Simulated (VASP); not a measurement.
Write the native input for VASP 6.6.1 that does the following.

```yaml
Task: single point
Functional: PBE
Dispersion: D3(BJ)
Potentials_or_basis: VASP PAW PBE potentials, release 64 (Mo_sv, Se)
Cutoff: 520 eV
k_mesh: 12 × 12 × 2
Occupations: gaussian, width 0.02 eV
Spin: no spin polarisation
Dipole_correction: no
Further_INCAR_settings: ALGO = Normal; EDIFF = 1e-06; NBANDS = 35
```

The structure of MoSe2 lies in POSCAR:

```
MoSe2
1.0
    3.2761977891      0.0000000000      0.0000000000
   -1.6380988946      2.8372705131      0.0000000000
    0.0000000000      0.0000000000     12.7317696845
Mo Se
2 4
Direct
    0.3333333333      0.6666666667      0.2500000000
    0.6666666667      0.3333333333      0.7500000000
    0.3333333333      0.6666666667      0.6184761027
    0.6666666667      0.3333333333      0.1184761027
    0.3333333333      0.6666666667      0.8815238973
    0.6666666667      0.3333333333      0.3815238973
```

The input as run:

INCAR

```
SYSTEM = MoSe2
PREC     = Accurate       ! precision mode
ENCUT    = 520            ! plane-wave cutoff, eV
EDIFF    = 1E-6           ! SCF threshold, eV
ISMEAR   = 0              ! smearing method
SIGMA    = 0.02           ! smearing width, eV
LREAL    = .FALSE.        ! projectors in reciprocal space
LASPH    = .TRUE.         ! aspherical terms in the spheres
NELM     = 60             ! most SCF steps
ALGO     = Normal         ! electronic algorithm
ISIF     = 2              ! what is computed and relaxed
LWAVE    = .FALSE.        ! write WAVECAR
LCHARG   = .FALSE.        ! write CHGCAR
GGA      = PE             ! functional
IVDW     = 12             ! dispersion correction
NBANDS   = 35             ! bands
```

KPOINTS

```
Automatic mesh
0
G
  12 12 2
  0 0 0
```

Potentials or basis: VASP PAW PBE potentials, release 64 (Mo_sv, Se).

Command:

```console
$ cat potpaw_PBE.64/Mo_sv/POTCAR potpaw_PBE.64/Se/POTCAR > POTCAR
$ mpirun -np 1 vasp_std > vasp.out
```

Results of the run:

```json
{"Pressure": "0.3 GPa", "Largest force": "0.033 eV/Å", "Band gap on the k mesh": "0.77 eV, indirect (least direct gap 1.46 eV)", "Dispersion energy per atom": "-0.479 eV"}
```

Wall time 52 s on 1 thread of Intel(R) Xeon(R) 6975P-C (Granite Rapids), with other jobs on the host, peak memory 0.29 GiB.
